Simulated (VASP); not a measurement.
# Na (Fm-3m) in VASP: further runs

Runs on Na. Level: LDA. Tasks: single point.

Program: VASP 6.6.1. These are calculated values, not measurements. Logs are shortened: lines on timing, memory, paths and dates and some standing lists are left out, and cuts for length are marked.

**1. The cell of the first run**

Symmetry: Fm-3m, No. 225, cubic system. Conventional cell: a = 4.082 Å, b = 4.082 Å, c = 4.082 Å, α = 90.00°, β = 90.00°, γ = 90.00°. Na (site symmetry m-3m) has 12 Na at 2.89 Å within 3.8 Å.

This isn't the form of Na at room conditions, which is bcc.

**2. Single point, LDA**

The input, INCAR:

```
PREC = Accurate ; ENCUT = 520
EDIFF = 1E-7 ; ISMEAR = -1
SIGMA = 0.1 ; LREAL = False
LASPH = True ; NELM = 80
ALGO = Normal ; ISIF = 2
LWAVE = False ; LCHARG = True
GGA = CA ; LELF = True
LVHAR = True ; NBANDS = 10
```

The input, KPOINTS:

```
regular mesh
0
Gamma
  16 16 16
```

The input, POSCAR:

```
Na
1.0
    0.0000000000      2.0408108241      2.0408108241
    2.0408108241      0.0000000000      2.0408108241
    2.0408108241      2.0408108241      0.0000000000
Na
1
Direct
    0.0000000000      0.0000000000      0.0000000000
```

Potentials or basis: VASP PAW LDA potentials, release 64 (Na_pv).

Launch:

```console
$ cat potpaw_LDA.64/Na_pv/POTCAR > POTCAR
$ mpirun -np 1 vasp_std > vasp.out
```

OUTCAR:

```text
PREC = Accurate
   ENCUT = 520
   EDIFF = 1E-7
   ISMEAR = -1
   LREAL = False
   LASPH = True
   NELM = 80
   ISIF = 2
   GGA = CA

 ion  position               nearest neighbor table
   1  0.000  0.000  0.000-

  LATTYP: Found a face centered cubic cell.
 ALAT       =     4.0816216482

  Lattice vectors:

 A1 = (   0.0000000000,   2.0408108241,   2.0408108241)
 A2 = (   2.0408108241,   0.0000000000,   2.0408108241)
 A3 = (   2.0408108241,   2.0408108241,   0.0000000000)

Analysis of symmetry for initial positions (statically):
=====================================================================
 Subroutine PRICEL returns:
 Original cell was already a primitive cell.

 Routine SETGRP: Setting up the symmetry group for a
 face centered cubic supercell.

 Subroutine GETGRP returns: Found 48 space group operations
 (whereof 48 operations were pure point group operations)
 out of a pool of 48 trial point group operations.

The static configuration has the point symmetry O_h .

Analysis of symmetry for dynamics (positions and initial velocities):
=====================================================================
 Subroutine PRICEL returns:
 Original cell was already a primitive cell.

 Routine SETGRP: Setting up the symmetry group for a
 face centered cubic supercell.

 Subroutine GETGRP returns: Found 48 space group operations
 (whereof 48 operations were pure point group operations)
 out of a pool of 48 trial point group operations.

The dynamic configuration has the point symmetry O_h .

 Subroutine INISYM returns: Found 48 space group operations
 (whereof 48 operations are pure point group operations),
 and found     1 'primitive' translations

----------------------------------------------------------------------------------------

                                     Primitive cell

  volume of cell :      16.9996

  direct lattice vectors                    reciprocal lattice vectors
     0.000000000  2.040810824  2.040810824    -0.245000661  0.245000661  0.245000661
     2.040810824  0.000000000  2.040810824     0.245000661 -0.245000661  0.245000661
     2.040810824  2.040810824  0.000000000     0.245000661  0.245000661 -0.245000661

  length of vectors
     2.886142346  2.886142346  2.886142346     0.424353592  0.424353592  0.424353592

  position of ions in fractional coordinates (direct lattice)
     0.000000000  0.000000000  0.000000000

  ion indices of the primitive-cell ions
[... 78 lines left out ...]
   IBRION =     -1    ionic relax: 0-MD 1-quasi-New 2-CG
   NFREE  =      0    steps in history (QN), initial steepest desc. (CG)
   ISIF   =      2    stress and relaxation
   ISYM   =      2    0-nonsym 1-usesym 2-fastsym
   POTIM  = 0.5000    time-step for ionic-motion
   TEBEG  =    0.0;   TEEND  =   0.0 temperature during run
   PSTRESS=    0.0 pullay stress
   NELECT =       7.0000    total number of electrons
   NUPDOWN=      -1.0000    fix difference up-down
   EMIN   =  10.00;   EMAX   =-10.00  energy-range for DOS
   EFERMI =   0.00;   METHOD = LEGACY
   ISMEAR =    -1;   SIGMA  =   0.10  broadening in eV -4-tet -1-fermi 0-gaus
   EFERMI_NEDOS =   21; number of points for ismear=-14 and -15
   IALGO  =     38    algorithm
   IMIX   =      4    mixing-type and parameters
     AMIX     =   0.40;   BMIX     =  1.00
     AMIX_MAG =   1.60;   BMIX_MAG =  1.00
  volume/ion in A,a.u.               =      17.00       114.72
  Fermi-wavevector in a.u.,A,eV,Ry     =   1.217946  2.301585 20.182786  1.483393
  Thomas-Fermi vector in A             =   2.353249
   LORBIT       =      0    0 simple, 1 ext, 2 COOP (PROOUT), +10 PAW based schemes
   GGA     = CA    functional components
   LHFCALC =     F    Hartree Fock is set to
   AEXX    =    0.0000 exact exchange contribution
   IVDW    =     0    specifies the selected vdW correction
   LEPSILON=     F    determine dielectric tensor
   LRPA    =     F    only Hartree local field effects (RPA)
 non-spin polarized calculation
  energy-cutoff  :      520.00
  volume of cell :       17.00
 maximum number of plane-waves:       474
 NGX is ok and might be reduce to    24
   NGX = 11   NGY = 11   NGZ = 11

 number of electron       7.0000004 magnetization

 Free energy of the ion-electron system (eV)
  ---------------------------------------------------
  ext. energy  EPLUGINS =         0.00000000
  ---------------------------------------------------
  free energy    TOTEN  =        -0.81174936 eV

  energy without entropy =       -0.80220855  energy(sigma->0) =       -0.80697896

 E-fermi :   3.6872     XC(G=0):  -9.3848

 val. band max:        3.6449575026   @ k =   0.5000   0.2500   0.0625
 cond. band min:       3.8047383605   @ k =   0.5000   0.3750   0.1250
 fundamental gap:      0.1597808579
 Fermi energy:         3.6872201683

 k-point     1 :       0.0000    0.0000    0.0000
  band No.  band energies     occupation
      1     -21.2874      2.00000
      2     -21.2874      2.00000
      3     -21.2874      2.00000
      4      -1.7255      2.00000
      5      20.0445      0.00000
      6      20.0445      0.00000
      7      20.0445      0.00000
      8      22.2800      0.00000
      9      24.9630      0.00000
     10      24.9630      0.00000
[... 287 lines left out ...]
 k-point    24 :      -0.0625    0.0625    0.0000
  band No.  band energies     occupation
      1     -21.3294      2.00000
      2     -21.2983      2.00000
      3     -21.2897      2.00000
      4      -1.4164      2.00000
      5      17.5117      0.00000
      6      19.0477      0.00000
      7      20.3220      0.00000
      8      23.7889      0.00000
      9      23.9881      0.00000
     10      24.2783      0.00000

 [... further k-points ...]

------------------------ aborting loop because EDIFF is reached ----------------------------------------

  FORCE on cell =-STRESS in cart. coord.  units (eV):
  Direction    XX          YY          ZZ          XY          YZ          ZX
  --------------------------------------------------------------------------------------
  -------------------------------------------------------------------------------------
  Total        2.3452837      2.3452837      2.3452837     -0.0000000      0.0000000      0.0000000
  in kB      221.0383988    221.0383988    221.0383988     -0.0000000      0.0000000      0.0000000
  external PRESSURE =     221.0383988 kB  Pullay stress =       0.0000000 kB

 VOLUME and BASIS-vectors are now :
 -----------------------------------------------------------------------------
  energy-cutoff  :      520.00
  volume of cell :       17.00
      direct lattice vectors                 reciprocal lattice vectors
     0.000000000  2.040810824  2.040810824    -0.245000661  0.245000661  0.245000661
     2.040810824  0.000000000  2.040810824     0.245000661 -0.245000661  0.245000661
     2.040810824  2.040810824  0.000000000     0.245000661  0.245000661 -0.245000661

 POSITION                                       TOTAL-FORCE (eV/Angst)
 -----------------------------------------------------------------------------------
      0.00000      0.00000      0.00000         0.000000      0.000000      0.000000
 -----------------------------------------------------------------------------------
    total drift:                               -0.000000      0.000000      0.000000

  FREE ENERGIE OF THE ION-ELECTRON SYSTEM (eV)
  ---------------------------------------------------
  free  energy   TOTEN  =        -0.8117493588 eV

  energy  without entropy=       -0.8022085542  energy(sigma->0) =       -0.80697896
```

OSZICAR:

```text
N       E                     dE             d eps       ncg     rms          rms(c)
DAV:   1     0.318327217869E+02    0.31833E+02   -0.40019E+03  2910   0.732E+02
DAV:   2    -0.316560578000E+00   -0.32149E+02   -0.31803E+02  3192   0.172E+02
DAV:   3    -0.824768326653E+00   -0.50821E+00   -0.50791E+00  3470   0.218E+01
DAV:   4    -0.826847562419E+00   -0.20792E-02   -0.20791E-02  3396   0.137E+00
DAV:   5    -0.826858682231E+00   -0.11120E-04   -0.11120E-04  3250   0.990E-02    0.493E-01
DAV:   6    -0.817657759911E+00    0.92009E-02   -0.15766E-03  3532   0.554E-01    0.301E-01
DAV:   7    -0.811780737705E+00    0.58770E-02   -0.21800E-03  3580   0.557E-01    0.267E-02
DAV:   8    -0.811749149160E+00    0.31589E-04   -0.12911E-04  3376   0.196E-01    0.362E-03
DAV:   9    -0.811749429117E+00   -0.27996E-06   -0.82912E-07  3450   0.106E-02    0.191E-03
DAV:  10    -0.811749358758E+00    0.70359E-07   -0.31933E-07  3282   0.890E-03
   1 F= -.81174936E+00 E0= -.80697896E+00  d E =-.954080E-02
```

Wall time 14 s (1 thread of Intel Xeon 8259CL, shared host); peak memory 0.13 GiB.

What came out:

* Free energy: -0.8117 eV
* Pressure: 22.1 GPa
* Band gap on the k mesh: zero (an odd number of electrons rules out a gap without spin polarisation)

Caveat: the cell stands under pressure.

**3. Single point, LDA**

The input, INCAR:

```
ALGO = Normal
EDIFF = 1E-6
ENCUT = 520
ISIF = 2
ISMEAR = -1
LASPH = T
LCHARG = T
LELF = T
LREAL = F
LVHAR = T
LWAVE = F
NBANDS = 10
NELM = 80
PREC = Accurate
SIGMA = 0.1
```

The input, KPOINTS:

```
k-points
0
Gamma
  16 16 16
```

POSCAR is that of step 2.

Potentials or basis: VASP PAW LDA potentials, release 64 (Na_pv).

Launch:

```console
$ cat potpaw_LDA.64/Na_pv/POTCAR > POTCAR
$ mpirun -np 1 vasp_std > vasp.out
```

It took 13 s on 1 thread of Intel Xeon 8259CL, shared host; peak memory 0.13 GiB.

It converged, with:

* Free energy: -0.8117 eV
* Pressure: 21.9 GPa
* Band gap on the k mesh: zero (an odd number of electrons rules out a gap without spin polarisation)

Levels at points of the mesh, in eV from the Fermi level:
```csv
k point,band 1,band 2,band 3,band 4,band 5,band 6,band 7,band 8
"(0.00, 0.00, 0.00)",-24.97,-24.97,-24.97,-5.41,16.36,16.36,16.36,18.59
"(0.50, 0.00, 0.00)",-25.41,-25.02,-25.02,0.72,1.73,14.80,14.80,17.05
"(0.50, 0.50, 0.00)",-25.37,-25.12,-25.12,2.96,3.07,8.42,12.04,12.04
```

Caveat: the cell stands under pressure.

The gap in the log of VASP goes by the Fermi energy; the results here count the filled bands.